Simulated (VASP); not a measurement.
Wanted: the native input for a VASP 6.6.1 run.

| Property | Result |
| --- | --- |
| Task | relaxation of shape and atoms at fixed volume |
| Functional | PBE |
| Potentials or basis | VASP PAW PBE potentials, release 64 (Sn_d, Se) |
| Cutoff | 600 eV |
| k mesh | 8 × 8 × 4 |
| Occupations | gaussian, width 0.02 eV |
| Spin | no spin polarisation |
| Dipole correction | no |
| Further INCAR settings | ALGO = Normal; EDIFF = 1e-07; IBRION = 2; EDIFFG = -0.01; NSW = 50; ISIF = 4 |

The structure of SnSe2 lies in POSCAR:

```
SnSe2
1.0
    3.8312072669      0.0035578493     -0.0022567056
    1.9133684000      3.3197103538      0.0249451807
    1.8518530786      0.6770034962      7.3243414296
Sn Se
1 2
Direct
    0.0000000000      0.0000000000      0.0000000000
    0.7467673591      0.7140581742      0.7844069939
    0.2532326409      0.2859418258      0.2155930061
```

One way to write it, as run:

INCAR

```
ALGO     = Normal         # electronic algorithm
EDIFF    = 1E-7           # SCF threshold, eV
EDIFFG   = -0.01          # ionic threshold
ENCUT    = 600            # plane-wave cutoff, eV
GGA      = PE             # functional
IBRION   = 2              # ionic algorithm
ISIF     = 4              # what is computed and relaxed
ISMEAR   = 0              # smearing method
LASPH    = True           # aspherical terms in the spheres
LCHARG   = False          # write CHGCAR
LREAL    = False          # projectors in reciprocal space
LWAVE    = False          # write WAVECAR
NELM     = 60             # most SCF steps
NSW      = 50             # ionic steps
PREC     = Accurate       # precision mode
SIGMA    = 0.02           # smearing width, eV
```

KPOINTS

```
k-points
0
Gamma
  8 8 4
```

Potentials or basis: VASP PAW PBE potentials, release 64 (Sn_d, Se).

Run with:

```bash
$ cat potpaw_PBE.64/Sn_d/POTCAR potpaw_PBE.64/Se/POTCAR > POTCAR
$ mpirun -np 1 vasp_std > vasp.out
```

Results of the run:

- Energy gained by relaxing: 4.9 meV/atom
- Ionic steps: 7
- Pressure after relaxing: 0.1 GPa
- Largest force after relaxing: 0.004 eV/Å
- Band gap on the k mesh: 0.60 eV (least direct gap 0.91 eV)

Caveat: semilocal functionals underestimate gaps, and a narrow one can read as zero; spin-orbit coupling is left out, which moves the levels of the heavy elements.

Run time: 12 min on 1 thread of Intel(R) Xeon(R) Platinum 8259CL CPU @ 2.50GHz (Skylake/Cascade Lake), with other jobs on the host, peak memory 0.45 GiB.
